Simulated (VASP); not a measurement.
# AlN (sol2) (R3m) in VASP: further runs, part 2 of 2

VASP 6.6.1.

### Step 4. Relaxation of the atoms, PBEsol (strained cell)

INCAR

```
ALGO     = Normal         # electronic algorithm
EDIFF    = 1E-7           # SCF threshold, eV
EDIFFG   = -0.002         # ionic threshold
ENCUT    = 520            # plane-wave cutoff, eV
GGA      = PS             # functional
GGA_COMPAT= F            
IBRION   = 2              # ionic algorithm
ISIF     = 2              # what is computed and relaxed
ISMEAR   = 0              # smearing method
LASPH    = T              # aspherical terms in the spheres
LCHARG   = F              # write CHGCAR
LREAL    = F              # projectors in reciprocal space
LWAVE    = F              # write WAVECAR
NELM     = 120            # most SCF steps
NELMIN   = 4            
NSW      = 60             # ionic steps
PREC     = Accurate       # precision mode
SIGMA    = 0.02           # smearing width, eV
```

KPOINTS

```
k-points
0
Gamma
  9 9 9
```

POSCAR

```
AlN
1.0
    0.0364781651      2.2142246193      2.2142246193
    2.2142246193      0.0364781651      2.2142246193
    2.2142246193      2.2142246193      0.0364781651
Al N
1 1
Direct
    0.0000000000      0.0000000000      0.0000000000
    0.2500000000      0.2500000000      0.2500000000
```

Potentials or basis: VASP PAW PBE potentials, release 64 (Al, N).

On the command line:

```sh
$ cat potpaw_PBE.64/Al/POTCAR potpaw_PBE.64/N/POTCAR > POTCAR
$ mpirun -np 1 vasp_std > vasp.out
```

OUTCAR:

```text
EDIFF = 1E-7
   EDIFFG = -0.002
   ENCUT = 520
   GGA = PS
   IBRION = 2
   ISIF = 2
   ISMEAR = 0
   LASPH = T
   LREAL = F
   NELM = 120
   NELMIN = 4
   NSW = 60
   PREC = Accurate

 ion  position               nearest neighbor table
   1  0.000  0.000  0.000-   2 1.89   2 1.89   2 1.89   2 1.93
   2  0.250  0.250  0.250-   1 1.89   1 1.89   1 1.89   1 1.93

  LATTYP: Found a trigonal (rhomboedric) cell.
 ALAT       =     3.1315989504
 COS(alpha) =     0.5164043865

  Lattice vectors:

 A1 = (   0.0364781651,   2.2142246193,   2.2142246193)
 A2 = (   2.2142246193,   0.0364781651,   2.2142246193)
 A3 = (   2.2142246193,   2.2142246193,   0.0364781651)

Analysis of symmetry for initial positions (statically):
=====================================================================
 Subroutine PRICEL returns:
 Original cell was already a primitive cell.

 Routine SETGRP: Setting up the symmetry group for a
 trigonal (rhombohedral) supercell.

 Subroutine GETGRP returns: Found  6 space group operations
 (whereof  6 operations were pure point group operations)
 out of a pool of 12 trial point group operations.

The static configuration has the point symmetry C_3v.

Analysis of symmetry for dynamics (positions and initial velocities):
=====================================================================
 Subroutine PRICEL returns:
 Original cell was already a primitive cell.

 Routine SETGRP: Setting up the symmetry group for a
 trigonal (rhombohedral) supercell.

 Subroutine GETGRP returns: Found  6 space group operations
 (whereof  6 operations were pure point group operations)
 out of a pool of 12 trial point group operations.

The dynamic configuration has the point symmetry C_3v.

 Subroutine INISYM returns: Found  6 space group operations
 (whereof  6 operations are pure point group operations),
 and found     1 'primitive' translations

----------------------------------------------------------------------------------------

                                     Primitive cell

  volume of cell :      21.1753

  direct lattice vectors                    reciprocal lattice vectors
     0.036478165  2.214224619  2.214224619    -0.231470916  0.227719362  0.227719362
     2.214224619  0.036478165  2.214224619     0.227719362 -0.231470916  0.227719362
     2.214224619  2.214224619  0.036478165     0.227719362  0.227719362 -0.231470916

  length of vectors
     3.131598950  3.131598950  3.131598950     0.396599295  0.396599295  0.396599295

  position of ions in fractional coordinates (direct lattice)
     0.000000000  0.000000000  0.000000000
     0.250000000  0.250000000  0.250000000

  ion indices of the primitive-cell ions
   primitive index   ion index
                 1           1
                 2           2

----------------------------------------------------------------------------------------

 KPOINTS: k-points

Automatic generation of k-mesh.
 Grid dimensions read from file:
 generate k-points for:    9    9    9

[... 25 lines left out ...]
  0.111111  0.111111  0.000000      6.000000
[... 16 lines left out ...]
 -0.333333  0.333333  0.000000      6.000000
  0.444444  0.444444  0.000000      6.000000
 [... further k-points ...]
   k-points           NKPTS =     85   k-points in BZ     NKDIM =     85   number of bands    NBANDS=      8
   number of dos      NEDOS =    301   number of ions     NIONS =      2
   total plane-waves  NPLWV =  13824
   dimension x,y,z NGX =    24 NGY =   24 NGZ =   24
   dimension x,y,z NGXF=    48 NGYF=   48 NGZF=   48
   ions per type =               1   1
   NGX,Y,Z   is equivalent  to a cutoff of  12.74, 12.74, 12.74 a.u.
   NGXF,Y,Z  is equivalent  to a cutoff of  25.48, 25.48, 25.48 a.u.
 SYSTEM =  unknown system
   PREC   = accura    normal or accurate (medium, high low for compatibility)
   ISTART =      0    job   : 0-new  1-cont  2-samecut
   ICHARG =      2    charge: 1-file 2-atom 10-const
   ISPIN  =      1    spin polarized calculation?
   LNONCOLLINEAR =      F non collinear calculations
   LSORBIT =      F    spin-orbit coupling
   LASPH  =      T    aspherical Exc in radial PAW
   ENCUT  =  520.0 eV  38.22 Ry    6.18 a.u.   5.82  5.82  5.82*2*pi/ulx,y,z
   NELM   =    120;   NELMIN=  4; NELMDL= -5     # of ELM steps
   EDIFF  = 0.1E-06   stopping-criterion for ELM
   LREAL  =      F    real-space projection
   EDIFFG = -.2E-02   stopping-criterion for IOM
   NSW    =     60    number of steps for IOM
   IBRION =      2    ionic relax: 0-MD 1-quasi-New 2-CG
   NFREE  =      1    steps in history (QN), initial steepest desc. (CG)
   ISIF   =      2    stress and relaxation
   ISYM   =      2    0-nonsym 1-usesym 2-fastsym
   POTIM  = 0.5000    time-step for ionic-motion
   TEBEG  =    0.0;   TEEND  =   0.0 temperature during run
   PSTRESS=    0.0 pullay stress
   NELECT =       8.0000    total number of electrons
   NUPDOWN=      -1.0000    fix difference up-down
   EMIN   =  10.00;   EMAX   =-10.00  energy-range for DOS
   EFERMI =   0.00;   METHOD = LEGACY
   ISMEAR =     0;   SIGMA  =   0.02  broadening in eV -4-tet -1-fermi 0-gaus
   EFERMI_NEDOS =   21; number of points for ismear=-14 and -15
   IALGO  =     38    algorithm
   IMIX   =      4    mixing-type and parameters
     AMIX     =   0.40;   BMIX     =  1.00
     AMIX_MAG =   1.60;   BMIX_MAG =  1.00
  volume/ion in A,a.u.               =      10.59        71.45
  Fermi-wavevector in a.u.,A,eV,Ry     =   1.183482  2.236458 19.056737  1.400631
  Thomas-Fermi vector in A             =   2.319716
   LORBIT       =      0    0 simple, 1 ext, 2 COOP (PROOUT), +10 PAW based schemes
   GGA     = PS    functional components
   LHFCALC =     F    Hartree Fock is set to
   AEXX    =    0.0000 exact exchange contribution
   IVDW    =     0    specifies the selected vdW correction
   LEPSILON=     F    determine dielectric tensor
   LRPA    =     F    only Hartree local field effects (RPA)
 conjugate gradient relaxation of ions
 non-spin polarized calculation
 Gauss-broadening in eV      SIGMA  =   0.02
  energy-cutoff  :      520.00
  volume of cell :       21.18
 maximum number of plane-waves:       583
   NGX = 11   NGY = 11   NGZ = 11

--------------------------------------- Ionic step        1  -------------------------------------------

 number of electron       8.0000000 magnetization

 Free energy of the ion-electron system (eV)
  ---------------------------------------------------
  ext. energy  EPLUGINS =         0.00000000
  ---------------------------------------------------
  free energy    TOTEN  =       -15.59857211 eV

  energy without entropy =      -15.59857211  energy(sigma->0) =      -15.59857211

------------------------ aborting loop because EDIFF is reached ----------------------------------------

  FORCE on cell =-STRESS in cart. coord.  units (eV):
  Direction    XX          YY          ZZ          XY          YZ          ZX
  --------------------------------------------------------------------------------------
  -------------------------------------------------------------------------------------
  Total       -0.2318268     -0.2318268     -0.2318268     -0.4671906     -0.4671906     -0.4671906
  in kB      -17.5406265    -17.5406265    -17.5406265    -35.3488807    -35.3488807    -35.3488807
  external PRESSURE =     -17.5406265 kB  Pullay stress =       0.0000000 kB
[... 59 lines left out ...]
--------------------------------------- Ionic step        3  -------------------------------------------

 number of electron       8.0000000 magnetization

 Free energy of the ion-electron system (eV)
  ---------------------------------------------------
  ext. energy  EPLUGINS =         0.00000000
  ---------------------------------------------------
  free energy    TOTEN  =       -15.60039778 eV

  energy without entropy =      -15.60039778  energy(sigma->0) =      -15.60039778

 E-fermi :   5.9438     XC(G=0): -11.0588

 val. band max:        5.8007877556   @ k =   0.0000   0.0000   0.0000
 cond. band min:       9.0792343263   @ k =   0.4444   0.4444   0.0000
 fundamental gap:      3.2784465707
 Fermi energy:         5.9438317578

 k-point     1 :       0.0000    0.0000    0.0000
  band No.  band energies     occupation
      1      -9.1371      2.00000
      2       5.5864      2.00000
      3       5.8008      2.00000
      4       5.8008      2.00000
      5       9.6990      0.00000
      6      17.6351      0.00000
      7      18.2548      0.00000
      8      18.2548      0.00000
[... 243 lines left out ...]
 k-point    24 :       0.4444    0.4444    0.0000
  band No.  band energies     occupation
      1      -6.5837      2.00000
      2       0.9587      2.00000
      3       3.8855      2.00000
      4       4.1179      2.00000
      5       9.0792      0.00000
      6      14.2080      0.00000
      7      19.1295      0.00000
      8      20.9971      0.00000

 [... further k-points ...]
[... 5 lines left out ...]
  --------------------------------------------------------------------------------------
  -------------------------------------------------------------------------------------
  Total       -0.2508456     -0.2508456     -0.2508456     -0.3994844     -0.3994844     -0.3994844
  in kB      -18.9796427    -18.9796427    -18.9796427    -30.2260466    -30.2260466    -30.2260466
  external PRESSURE =     -18.9796427 kB  Pullay stress =       0.0000000 kB
[... 17 lines left out ...]
  FREE ENERGIE OF THE ION-ELECTRON SYSTEM (eV)
  ---------------------------------------------------
  free  energy   TOTEN  =       -15.6003977752 eV

  energy  without entropy=      -15.6003977752  energy(sigma->0) =      -15.60039778

 reached required accuracy - stopping structural energy minimisation
```

It took 17 s on 1 thread of Intel Xeon 6975P-C, shared host; peak memory 0.14 GiB.

What came out:

```yaml
Free_energy: -15.6004 eV
Energy_gained_by_relaxing: 0.9 meV/atom
Ionic_steps: 3
Pressure_after_relaxing: -1.9 GPa
Band_gap_on_the_k_mesh: 3.28 eV, indirect (least direct gap 3.90 eV)
```

Stress tensor (GPa, compression positive):
```
-1.90 -3.02 -3.02
-3.02 -1.90 -3.02
-3.02 -3.02 -1.90
```

Step by step:
| step | energy change (eV) | largest force (eV/Å) | pressure (GPa) |
| --- | --- | --- | --- |
| 1 | 0.0000 | 0.2159 | -1.75 |
| 2 | -0.0017 | 0.0562 | -1.92 |
| 3 | -0.0018 | 0.0002 | -1.90 |

Final structure:
```cif
data_structure
_symmetry_space_group_name_H-M 'P 1'
_symmetry_Int_Tables_number 1
_cell_length_a 3.1316
_cell_length_b 3.1316
_cell_length_c 3.1316
_cell_angle_alpha 58.909
_cell_angle_beta 58.909
_cell_angle_gamma 58.909
_cell_volume 21.18
loop_
_atom_site_label
_atom_site_type_symbol
_atom_site_fract_x
_atom_site_fract_y
_atom_site_fract_z
_atom_site_occupancy
Al1 Al 0.00108 0.00108 0.00108 1
N1 N 0.24892 0.24892 0.24892 1
```

Caveat: the cell differs from its parent crystal (strained cell); the PAW data sets were made with another functional, which shifts forces and pressure a little.
